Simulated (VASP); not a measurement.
Input of a VASP 6.6.1 run:

INCAR

```
ALGO = Normal
EDIFF = 1E-6
ENCUT = 520
GGA = CA
ISIF = 2
ISMEAR = 1
LASPH = T
LCHARG = F
LREAL = F
LWAVE = F
NBANDS = 20
NELM = 60
PREC = Accurate
SIGMA = 0.05
```

Contents of KPOINTS:

```
k-points
0
Gamma
  10 10 5
```

File POSCAR:

```
MoS2
1.0
    3.2699365153      0.0000000000      0.0000000000
   -1.6349677510      2.8318474022      0.0000000000
    0.0000000000      0.0000000000      6.3955413813
Mo S
1 2
Direct
    0.0000000000      0.0000000000      0.5000000000
    0.3333333333      0.6666666667      0.2553190000
    0.6666666667      0.3333333333      0.7446810000
```

Potentials or basis: VASP PAW LDA potentials, release 64 (Mo_sv, S).

Command:

```sh
$ cat potpaw_LDA.64/Mo_sv/POTCAR potpaw_LDA.64/S/POTCAR > POTCAR
$ mpirun -np 1 vasp_std > vasp.out
```

Q: Estimate the largest force.

A: 0.709 eV/Å.

Q: What does it give for the pressure?

A: -10.2 GPa.

Q: Estimate the band gap on the k mesh.

A: Zero (band 13 reaches 6.65 eV, above the bottom of band 14 at 5.89 eV).

Forces in eV/Å, atoms in the order of the input:
```
Mo   0.000  0.000  0.000
S    0.000  0.000  0.709
S    0.000  0.000 -0.709
```
